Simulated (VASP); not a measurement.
# TaN (P6_3mc) in VASP: further runs

The runs below take TaN through single point, with PBE.

All numbers are computed with VASP 6.6.1; they aren't measurements. Logs are shortened: lines on timing, memory, paths and dates and some standing lists are left out, and cuts for length are marked.

### Step 1. The cell of the first run

It takes space group P6_3mc (No. 186, hexagonal). The conventional cell has a = 2.901 Å, b = 2.901 Å, c = 6.338 Å, α = 90.00°, β = 90.00°, γ = 120.00°. Ta (site symmetry 3m) has 4 N at 2.01 to 2.05 Å within 2.7 Å. N (site symmetry 3m) has 4 Ta at 2.01 to 2.05 Å within 2.7 Å.

### Step 2. Single point, PBE (11.55 Å³/atom)

Contents of INCAR:

```
SYSTEM = TaN
  ALGO = Normal
  EDIFF = 1E-6
  ENCUT = 520
  GGA = PE
  ISIF = 2
  ISMEAR = 0
  LASPH = .TRUE.
  LCHARG = .TRUE.
  LELF = .TRUE.
  LREAL = .FALSE.
  LVHAR = .TRUE.
  LWAVE = .FALSE.
  NBANDS = 24
  NELM = 80
  PREC = Accurate
  SIGMA = 0.15
```

Contents of KPOINTS:

```
k-points
0
G
  18 18 8
  0 0 0
```

Contents of POSCAR:

```
TaN
1.0
    2.9014308152      0.0000000000      0.0000000000
   -1.4507154076      2.5127127932      0.0000000000
    0.0000000000      0.0000000000      6.3375953295
Ta N
2 2
Direct
    0.3333333333      0.6666666667      0.0304880884
    0.6666666667      0.3333333333      0.5304880884
    0.3333333333      0.6666666667      0.3545119116
    0.6666666667      0.3333333333      0.8545119116
```

Potentials or basis: VASP PAW PBE potentials, release 64 (Ta_pv, N).

Started as:

```
> cat potpaw_PBE.64/Ta_pv/POTCAR potpaw_PBE.64/N/POTCAR > POTCAR
> mpirun -np 1 vasp_std > vasp.out
```

OUTCAR:

```text
SYSTEM = TaN
   EDIFF = 1E-6
   ENCUT = 520
   GGA = PE
   ISIF = 2
   ISMEAR = 0
   LASPH = .TRUE.
   LREAL = .FALSE.
   NELM = 80
   PREC = Accurate

 ion  position               nearest neighbor table
   1  0.333  0.667  0.030-   4 2.01   4 2.01   4 2.01   3 2.05   2 3.58   2 3.58   2 3.58   2 3.58
                             2 3.58   2 3.58
   2  0.667  0.333  0.530-   3 2.01   3 2.01   3 2.01   4 2.05   1 3.58   1 3.58   1 3.58   1 3.58
                             1 3.58   1 3.58
   3  0.333  0.667  0.355-   2 2.01   2 2.01   2 2.01   1 2.05
   4  0.667  0.333  0.855-   1 2.01   1 2.01   1 2.01   2 2.05

  LATTYP: Found a hexagonal cell.
 ALAT       =     2.9014308152
 C/A-ratio  =     2.1843000000

  Lattice vectors:

 A1 = (   2.9014308152,   0.0000000000,   0.0000000000)
 A2 = (  -1.4507154076,   2.5127127932,   0.0000000000)
 A3 = (   0.0000000000,   0.0000000000,   6.3375953295)

Analysis of symmetry for initial positions (statically):
=====================================================================
 Subroutine PRICEL returns:
 Original cell was already a primitive cell.

 Routine SETGRP: Setting up the symmetry group for a
 hexagonal supercell.

 Subroutine GETGRP returns: Found 12 space group operations
 (whereof  6 operations were pure point group operations)
 out of a pool of 24 trial point group operations.

The static configuration has the point symmetry C_3v.
 The point group associated with its full space group is C_6v.

Analysis of symmetry for dynamics (positions and initial velocities):
=====================================================================
 Subroutine PRICEL returns:
 Original cell was already a primitive cell.

 Routine SETGRP: Setting up the symmetry group for a
 hexagonal supercell.

 Subroutine GETGRP returns: Found 12 space group operations
 (whereof  6 operations were pure point group operations)
 out of a pool of 24 trial point group operations.

The dynamic configuration has the point symmetry C_3v.
 The point group associated with its full space group is C_6v.

 Subroutine INISYM returns: Found 12 space group operations
 (whereof  6 operations are pure point group operations),
 and found     1 'primitive' translations

----------------------------------------------------------------------------------------

                                     Primitive cell

  volume of cell :      46.2040

  direct lattice vectors                    reciprocal lattice vectors
     2.901430815  0.000000000  0.000000000     0.344657538  0.198988122  0.000000000
    -1.450715408  2.512712793  0.000000000     0.000000000  0.397976244  0.000000000
     0.000000000  0.000000000  6.337595330     0.000000000  0.000000000  0.157788554

  length of vectors
     2.901430815  2.901430815  6.337595330     0.397976244  0.397976244  0.157788554

  position of ions in fractional coordinates (direct lattice)
     0.333333333  0.666666667  0.030488088
     0.666666667  0.333333333  0.530488088
     0.333333333  0.666666667  0.354511912
     0.666666667  0.333333333  0.854511912

  ion indices of the primitive-cell ions
   primitive index   ion index
                 1           1
                 2           2
                 3           3
                 4           4

----------------------------------------------------------------------------------------

 KPOINTS: k-points

Automatic generation of k-mesh.
 Grid dimensions read from file:
 generate k-points for:   18   18    8

 Generating k-lattice:

  Cartesian coordinates                     Fractional coordinates (reciprocal lattice)
     0.019147641  0.011054896  0.000000000     0.055555556  0.000000000  0.000000000
     0.000000000  0.022109791  0.000000000     0.000000000  0.055555556  0.000000000
     0.000000000  0.000000000  0.019723569     0.000000000  0.000000000  0.125000000

  Length of vectors
     0.022109791  0.022109791  0.019723569

  Shift w.r.t. Gamma in fractional coordinates (k-lattice)
     0.000000000  0.000000000  0.000000000

 Subroutine IBZKPT returns following result:
 ===========================================

 Found    185 irreducible k-points:

 Following reciprocal coordinates:
            Coordinates               Weight
  0.000000  0.000000  0.000000      1.000000
  0.055556 -0.000000  0.000000      6.000000
  0.111111 -0.000000  0.000000      6.000000
  0.166667 -0.000000  0.000000      6.000000
  0.222222 -0.000000  0.000000      6.000000
  0.277778  0.000000  0.000000      6.000000
[... 16 lines left out ...]
  0.333333  0.111111  0.000000     12.000000
  0.388889  0.111111  0.000000     12.000000
 [... further k-points ...]
   k-points           NKPTS =    185   k-points in BZ     NKDIM =    185   number of bands    NBANDS=     24
   number of dos      NEDOS =    301   number of ions     NIONS =      4
   total plane-waves  NPLWV =  27648
   dimension x,y,z NGX =    24 NGY =   24 NGZ =   48
   dimension x,y,z NGXF=    48 NGYF=   48 NGZF=   96
   ions per type =               2   2
   NGX,Y,Z   is equivalent  to a cutoff of  13.75, 13.75, 12.59 a.u.
   NGXF,Y,Z  is equivalent  to a cutoff of  27.50, 27.50, 25.18 a.u.
 SYSTEM =  TaN
   PREC   = accura    normal or accurate (medium, high low for compatibility)
   ISTART =      0    job   : 0-new  1-cont  2-samecut
   ICHARG =      2    charge: 1-file 2-atom 10-const
   ISPIN  =      1    spin polarized calculation?
   LNONCOLLINEAR =      F non collinear calculations
   LSORBIT =      F    spin-orbit coupling
   LASPH  =      T    aspherical Exc in radial PAW
   ENCUT  =  520.0 eV  38.22 Ry    6.18 a.u.   5.39  5.39 11.78*2*pi/ulx,y,z
   NELM   =     80;   NELMIN=  2; NELMDL= -5     # of ELM steps
   EDIFF  = 0.1E-05   stopping-criterion for ELM
   LREAL  =      F    real-space projection
   EDIFFG = 0.1E-04   stopping-criterion for IOM
   NSW    =      0    number of steps for IOM
   IBRION =     -1    ionic relax: 0-MD 1-quasi-New 2-CG
   NFREE  =      0    steps in history (QN), initial steepest desc. (CG)
   ISIF   =      2    stress and relaxation
   ISYM   =      2    0-nonsym 1-usesym 2-fastsym
   POTIM  = 0.5000    time-step for ionic-motion
   TEBEG  =    0.0;   TEEND  =   0.0 temperature during run
   PSTRESS=    0.0 pullay stress
   NELECT =      32.0000    total number of electrons
   NUPDOWN=      -1.0000    fix difference up-down
   EMIN   =  10.00;   EMAX   =-10.00  energy-range for DOS
   EFERMI =   0.00;   METHOD = LEGACY
   ISMEAR =     0;   SIGMA  =   0.15  broadening in eV -4-tet -1-fermi 0-gaus
   EFERMI_NEDOS =   21; number of points for ismear=-14 and -15
   IALGO  =     38    algorithm
   IMIX   =      4    mixing-type and parameters
     AMIX     =   0.40;   BMIX     =  1.00
     AMIX_MAG =   1.60;   BMIX_MAG =  1.00
  volume/ion in A,a.u.               =      11.55        77.95
  Fermi-wavevector in a.u.,A,eV,Ry     =   1.448433  2.737141 28.544439  2.097957
  Thomas-Fermi vector in A             =   2.566274
   LORBIT       =      0    0 simple, 1 ext, 2 COOP (PROOUT), +10 PAW based schemes
   GGA     = PE    functional components
   LHFCALC =     F    Hartree Fock is set to
   AEXX    =    0.0000 exact exchange contribution
   IVDW    =     0    specifies the selected vdW correction
   LEPSILON=     F    determine dielectric tensor
   LRPA    =     F    only Hartree local field effects (RPA)
 non-spin polarized calculation
 Gauss-broadening in eV      SIGMA  =   0.15
  energy-cutoff  :      520.00
  volume of cell :       46.20
 maximum number of plane-waves:      1282
 NGX is ok and might be reduce to    24
   NGX = 11   NGY = 11   NGZ = 23

 number of electron      31.9999995 magnetization

 Free energy of the ion-electron system (eV)
  ---------------------------------------------------
  ext. energy  EPLUGINS =         0.00000000
  ---------------------------------------------------
  free energy    TOTEN  =       -42.19061213 eV

  energy without entropy =      -42.17589615  energy(sigma->0) =      -42.18325414

 E-fermi :   7.3328     XC(G=0): -12.7843

 val. band max:        7.3271921307   @ k =   0.0000   0.0000   0.5000
 cond. band min:       7.3345010324   @ k =   0.1111  -0.0000   0.2500
 fundamental gap:      0.0073089017
 Fermi energy:         7.3327854970

 k-point     1 :       0.0000    0.0000    0.0000
  band No.  band energies     occupation
      1     -27.8576      2.00000
      2     -27.5050      2.00000
      3     -26.9660      2.00000
      4     -26.9660      2.00000
      5     -26.9457      2.00000
      6     -26.9457      2.00000
[... 16 lines left out ...]
     23      13.3824      0.00000
     24      14.5529      0.00000

 k-point     2 :       0.0556   -0.0000    0.0000
  band No.  band energies     occupation
      1     -27.8492      2.00000
      2     -27.5012      2.00000
      3     -27.0040      2.00000
      4     -26.9845      2.00000
      5     -26.9745      2.00000
      6     -26.9536      2.00000
[... 16 lines left out ...]
     23      13.5987      0.00000
     24      14.2838      0.00000

 k-point     3 :       0.1111   -0.0000    0.0000
  band No.  band energies     occupation
      1     -27.8251      2.00000
      2     -27.4907      2.00000
      3     -27.1120      2.00000
      4     -27.0944      2.00000
      5     -26.9990      2.00000
      6     -26.9763      2.00000
[... 16 lines left out ...]
     23      14.0118      0.00000
     24      14.1947      0.00000

 k-point     4 :       0.1667   -0.0000    0.0000
  band No.  band energies     occupation
      1     -27.7887      2.00000
      2     -27.4778      2.00000
      3     -27.2730      2.00000
      4     -27.2562      2.00000
      5     -27.0361      2.00000
      6     -27.0111      2.00000
[... 16 lines left out ...]
     23      13.8905      0.00000
     24      14.9654      0.00000

 k-point     5 :       0.2222   -0.0000    0.0000
  band No.  band energies     occupation
      1     -27.7488      2.00000
      2     -27.5043      2.00000
      3     -27.4552      2.00000
      4     -27.4107      2.00000
      5     -27.0812      2.00000
      6     -27.0535      2.00000
[... 16 lines left out ...]
     23      13.9562      0.00000
     24      15.4426      0.00000

 k-point     6 :       0.2778    0.0000    0.0000
  band No.  band energies     occupation
      1     -27.7540      2.00000
      2     -27.6793      2.00000
      3     -27.5967      2.00000
      4     -27.4197      2.00000
      5     -27.1286      2.00000
      6     -27.0984      2.00000
[... 16 lines left out ...]
     23      14.1698      0.00000
     24      15.5124      0.00000
[... 379 lines left out ...]
 k-point    21 :       0.2222    0.1111    0.0000
  band No.  band energies     occupation
      1     -27.7567      2.00000
      2     -27.7017      2.00000
      3     -27.5939      2.00000
      4     -27.4149      2.00000
      5     -27.1859      2.00000
      6     -27.1591      2.00000
[... 16 lines left out ...]
     23      14.4249      0.00000
     24      15.4711      0.00000

 k-point    22 :       0.2778    0.1111    0.0000
  band No.  band energies     occupation
      1     -27.8819      2.00000
      2     -27.8557      2.00000
      3     -27.5777      2.00000
      4     -27.4039      2.00000
      5     -27.2433      2.00000
      6     -27.2134      2.00000
[... 16 lines left out ...]
     23      14.6795      0.00000
     24      15.3391      0.00000

 k-point    23 :       0.3333    0.1111    0.0000
  band No.  band energies     occupation
      1     -28.0044      2.00000
      2     -27.9785      2.00000
      3     -27.5383      2.00000
      4     -27.3974      2.00000
      5     -27.2897      2.00000
      6     -27.2575      2.00000
[... 16 lines left out ...]
     23      14.4493      0.00000
     24      15.2171      0.00000

 k-point    24 :       0.3889    0.1111    0.0000
  band No.  band energies     occupation
      1     -28.0855      2.00000
      2     -28.0577      2.00000
      3     -27.5063      2.00000
      4     -27.3967      2.00000
      5     -27.3194      2.00000
      6     -27.2862      2.00000
[... 16 lines left out ...]
     23      14.0659      0.00000
     24      15.0386      0.00000

 [... further k-points ...]
[... 5 lines left out ...]
  --------------------------------------------------------------------------------------
  -------------------------------------------------------------------------------------
  Total       15.4544552     15.4544552      2.0042599      0.0000000     -0.0000000      0.0000000
  in kB      535.9011726    535.9011726     69.5000370      0.0000000     -0.0000000      0.0000000
  external PRESSURE =     380.4341274 kB  Pullay stress =       0.0000000 kB

 VOLUME and BASIS-vectors are now :
 -----------------------------------------------------------------------------
  energy-cutoff  :      520.00
  volume of cell :       46.20
      direct lattice vectors                 reciprocal lattice vectors
     2.901430815  0.000000000  0.000000000     0.344657538  0.198988122  0.000000000
    -1.450715408  2.512712793  0.000000000     0.000000000  0.397976244  0.000000000
     0.000000000  0.000000000  6.337595330     0.000000000  0.000000000  0.157788554

 POSITION                                       TOTAL-FORCE (eV/Angst)
 -----------------------------------------------------------------------------------
     -0.00000      1.67514      0.19322        -0.000000      0.000000      2.676111
      1.45072      0.83757      3.36202         0.000000      0.000000      2.676111
     -0.00000      1.67514      2.24675         0.000000     -0.000000     -2.676111
      1.45072      0.83757      5.41555        -0.000000      0.000000     -2.676111
 -----------------------------------------------------------------------------------
    total drift:                               -0.000000      0.000000      0.000197

  FREE ENERGIE OF THE ION-ELECTRON SYSTEM (eV)
  ---------------------------------------------------
  free  energy   TOTEN  =       -42.1906121260 eV

  energy  without entropy=      -42.1758961471  energy(sigma->0) =      -42.18325414
```

It took 60 s on 1 thread of Intel Xeon 6975P-C (Granite Rapids), shared host; peak memory 0.3 GiB.

Results:

```
Free energy            : -42.1906 eV
Pressure               : 38.0 GPa
Largest force          : 2.676 eV/Å
Band gap on the k mesh : zero (bands 16 and 17 overlap by 0.11 eV)
```

Forces on the atoms (eV/Å):
```
Ta   0.000  0.000  2.676
Ta   0.000  0.000  2.676
N    0.000  0.000 -2.676
N    0.000  0.000 -2.676
```

Stress tensor (GPa, compression positive):
```
53.59  0.00  0.00
 0.00 53.59  0.00
 0.00  0.00  6.95
```

Caveat: the cell stands under pressure; spin-orbit coupling is left out, which moves the levels of the heavy elements; forces of over 1 eV/Å act on the atoms, so gaps and moduli don't describe the material at rest.

### Step 3. Single point, PBE (11.55 Å³/atom)

Contents of INCAR:

```
SYSTEM = TaN
  ALGO = Normal
  EDIFF = 1E-6
  ENCUT = 520
  GGA = PE
  ISIF = 2
  ISMEAR = 0
  LASPH = .True.
  LCHARG = .True.
  LELF = .True.
  LREAL = .False.
  LVHAR = .True.
  LWAVE = .False.
  NBANDS = 24
  NELM = 100
  PREC = Accurate
  SIGMA = 0.15
```

Contents of KPOINTS:

```
k-points
0
Gamma
  18 18 8
  0 0 0
```

Contents of POSCAR:

```
TaN
1.0
    3.0611629597      0.0000000000      0.0000000000
   -1.5305814799      2.6510448882      0.0000000000
    0.0000000000      0.0000000000      5.6934569887
Ta N
2 2
Direct
    0.3333333333      0.6666666667      0.0304880884
    0.6666666667      0.3333333333      0.5304880884
    0.3333333333      0.6666666667      0.3545119116
    0.6666666667      0.3333333333      0.8545119116
```

Potentials or basis: VASP PAW PBE potentials, release 64 (Ta_pv, N).

Started as:

```
> cat potpaw_PBE.64/Ta_pv/POTCAR potpaw_PBE.64/N/POTCAR > POTCAR
> mpirun -np 1 vasp_std > vasp.out
```

OUTCAR:

```text
SYSTEM = TaN
   EDIFF = 1E-6
   ENCUT = 520
   GGA = PE
   ISIF = 2
   ISMEAR = 0
   LASPH = .True.
   LREAL = .False.
   NELM = 100
   PREC = Accurate

 ion  position               nearest neighbor table
   1  0.333  0.667  0.030-   3 1.84   4 2.03   4 2.03   4 2.03   2 3.35   2 3.35   2 3.35   2 3.35
                             2 3.35   2 3.35
   2  0.667  0.333  0.530-   4 1.84   3 2.03   3 2.03   3 2.03   1 3.35   1 3.35   1 3.35   1 3.35
                             1 3.35   1 3.35
   3  0.333  0.667  0.355-   1 1.84   2 2.03   2 2.03   2 2.03
   4  0.667  0.333  0.855-   2 1.84   1 2.03   1 2.03   1 2.03

  LATTYP: Found a hexagonal cell.
 ALAT       =     3.0611629597
 C/A-ratio  =     1.8599000000

  Lattice vectors:

 A1 = (   3.0611629597,   0.0000000000,   0.0000000000)
 A2 = (  -1.5305814799,   2.6510448882,   0.0000000000)
 A3 = (   0.0000000000,   0.0000000000,   5.6934569887)

Analysis of symmetry for initial positions (statically):
=====================================================================
 Subroutine PRICEL returns:
[... 172 lines left out ...]
  ext. energy  EPLUGINS =         0.00000000
  ---------------------------------------------------
  free energy    TOTEN  =       -42.36396223 eV

  energy without entropy =      -42.35592805  energy(sigma->0) =      -42.35994514

 E-fermi :   7.7785     XC(G=0): -12.7611

 val. band max:        7.7707669850   @ k =   0.0556  -0.0000   0.1250
 cond. band min:       7.7961307340   @ k =   0.3333   0.3333   0.1250
 fundamental gap:      0.0253637490
 Fermi energy:         7.7785032793

 k-point     1 :       0.0000    0.0000    0.0000
  band No.  band energies     occupation
      1     -27.9877      2.00000
      2     -27.3453      2.00000
      3     -26.9916      2.00000
      4     -26.9916      2.00000
      5     -26.9309      2.00000
      6     -26.9309      2.00000
[... 637 lines left out ...]
     23      13.9730      0.00000
     24      14.5783      0.00000

 [... further k-points ...]
[... 5 lines left out ...]
  --------------------------------------------------------------------------------------
  -------------------------------------------------------------------------------------
  Total        9.9154207      9.9154207     21.9333328     -0.0000000     -0.0000000      0.0000000
  in kB      343.8287203    343.8287203    760.5637740     -0.0000000     -0.0000000      0.0000000
  external PRESSURE =     482.7404048 kB  Pullay stress =       0.0000000 kB

 VOLUME and BASIS-vectors are now :
 -----------------------------------------------------------------------------
  energy-cutoff  :      520.00
  volume of cell :       46.20
      direct lattice vectors                 reciprocal lattice vectors
     3.061162960  0.000000000  0.000000000     0.326673233  0.188604879  0.000000000
    -1.530581480  2.651044888  0.000000000     0.000000000  0.377209758  0.000000000
     0.000000000  0.000000000  5.693456989     0.000000000  0.000000000  0.175640213

 POSITION                                       TOTAL-FORCE (eV/Angst)
 -----------------------------------------------------------------------------------
     -0.00000      1.76736      0.17358         0.000000     -0.000000     -1.710494
      1.53058      0.88368      3.02031        -0.000000      0.000000     -1.710494
     -0.00000      1.76736      2.01840         0.000000      0.000000      1.710494
      1.53058      0.88368      4.86513         0.000000      0.000000      1.710494
 -----------------------------------------------------------------------------------
    total drift:                               -0.000000      0.000000      0.003110

  FREE ENERGIE OF THE ION-ELECTRON SYSTEM (eV)
  ---------------------------------------------------
  free  energy   TOTEN  =       -42.3639622311 eV

  energy  without entropy=      -42.3559280478  energy(sigma->0) =      -42.35994514
```

stdout:

```text
POSCAR found type information on POSCAR TaN
 POSCAR found :  2 types and       4 ions
 scaLAPACK will be used
 LDA part: xc-table for (Slater+PW92), standard interpolation
 POSCAR, INCAR and KPOINTS ok, starting setup
 FFT: planning ... GRIDC
 FFT: planning ... GRID_SOFT
 FFT: planning ... GRID
 WAVECAR not read
 entering main loop
```

Run time: 53 s. Hardware: 1 thread of Intel Xeon 6975P-C (Granite Rapids), shared host; peak memory 0.29 GiB.

Results:

```yaml
Free_energy: -42.3640 eV
Pressure: 48.3 GPa
Largest_force: 1.710 eV/Å
Band_gap_on_the_k_mesh: zero (bands 16 and 17 overlap by 0.71 eV)
```

Forces on the atoms (eV/Å):
```
Ta   0.000  0.000 -1.710
Ta   0.000  0.000 -1.710
N    0.000  0.000  1.710
N    0.000  0.000  1.710
```

Caveat: the cell stands under pressure; spin-orbit coupling is left out, which moves the levels of the heavy elements; forces of over 1 eV/Å act on the atoms, so gaps and moduli don't describe the material at rest.
